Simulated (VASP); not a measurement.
Cu: single point with LDA

The system is Cu.

```
Cu
1.0
    -1.32441    1.32441    1.32441
     1.32441   -1.32441    1.32441
     1.32441    1.32441   -1.32441
Cu
1
Direct
  0.00000 0.00000 0.00000
```

This cell differs from its parent crystal: volume scaled by 0.85.

* Program: VASP 6.6.1
* Task: single point
* Functional: LDA
* Potentials or basis: VASP PAW LDA potentials, release 64 (Cu)
* Cutoff: 520 eV
* k mesh: 19 × 19 × 19
* Occupations: fermi-dirac, width 0.08 eV
* Spin: no spin polarisation
* Dipole correction: no
* Further INCAR settings: ALGO = Normal; EDIFF = 1e-07; NBANDS = 12

The pressure is 46.3 GPa.

Levels at points of the mesh, in eV from the Fermi level:
| k point | band 2 | band 3 | band 4 | band 5 | band 6 | band 7 | band 8 | band 9 | band 10 | band 11 |
| --- | --- | --- | --- | --- | --- | --- | --- | --- | --- | --- |
| (0.00, 0.00, 0.00) | -4.07 | -4.07 | -4.07 | -2.60 | -2.60 | 27.36 | 27.36 | 27.36 | 32.89 | 32.89 |

It took 14 s on 1 thread of Intel Xeon 6975P-C (shared host), peak memory 0.13 GiB.
